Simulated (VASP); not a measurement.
**Cr: single point with PBEsol**

Cr:

```xyz
2
Lattice="2.7140 0.0543 0.0000 -1.3100 2.3233 0.0000 0.0000 0.0000 4.4100" Properties=species:S:1:pos:R:3 pbc="T T T"
Cr    1.3727    0.8106    3.3075
Cr    0.0313    1.5669    1.1025
```

```
Program                : VASP 6.6.1
Task                   : single point
Functional             : PBEsol
Potentials or basis    : VASP PAW PBE potentials, release 64 (Cr_pv)
Cutoff                 : 520 eV
k mesh                 : 9 × 9 × 5
Occupations            : fermi-dirac, width 0.05 eV
Spin                   : collinear spin, ferromagnetic start
Starting moments       : [3.0, 3.0] μB
Dipole correction      : no
Further INCAR settings : ALGO = Normal; EDIFF = 1e-06; NBANDS = 23
```

The pressure is -33.0 GPa. The largest force is 0.088 eV/Å, the net moment is 1.27 μB per cell and the site moments are Cr +0.59 μB. The valence electrons inside the program's atomic spheres are Cr 10.71.

Forces in eV/Å, atoms in the order of the input:
```
Cr   0.088 -0.005  0.000
Cr  -0.088  0.005  0.000
```

Stress tensor (GPa, compression positive):
```
-35.53   2.35   0.00
  2.35 -35.11   0.00
  0.00   0.00 -28.48
```

Levels at points of the mesh, in eV from the Fermi level:
Spin up:
| k point | band 10 | band 11 | band 12 | band 13 | band 14 | band 15 | band 16 | band 17 |
| --- | --- | --- | --- | --- | --- | --- | --- | --- |
| (0.00, 0.00, 0.00) | -0.52 | -0.36 | -0.35 | -0.01 | 0.21 | 0.32 | 0.46 | 1.46 |
Spin down:
| k point | band 7 | band 8 | band 9 | band 10 | band 11 | band 12 | band 13 | band 14 | band 15 | band 16 |
| --- | --- | --- | --- | --- | --- | --- | --- | --- | --- | --- |
| (0.00, 0.00, 0.00) | -6.85 | -3.15 | -0.27 | -0.09 | 0.14 | 0.22 | 0.57 | 0.67 | 0.79 | 0.91 |

It took 100 s on 1 thread of AMD EPYC 9R45 96-Core Processor (Zen 5) (shared host), peak memory 0.19 GiB.

Caveat: the stress differs along the axes, from -36 to -28 GPa; an empty level that is flat over the whole mesh can mark a ghost state of the potentials, or a narrow d or f band; the PAW data sets were made with another functional, which shifts forces and pressure a little.
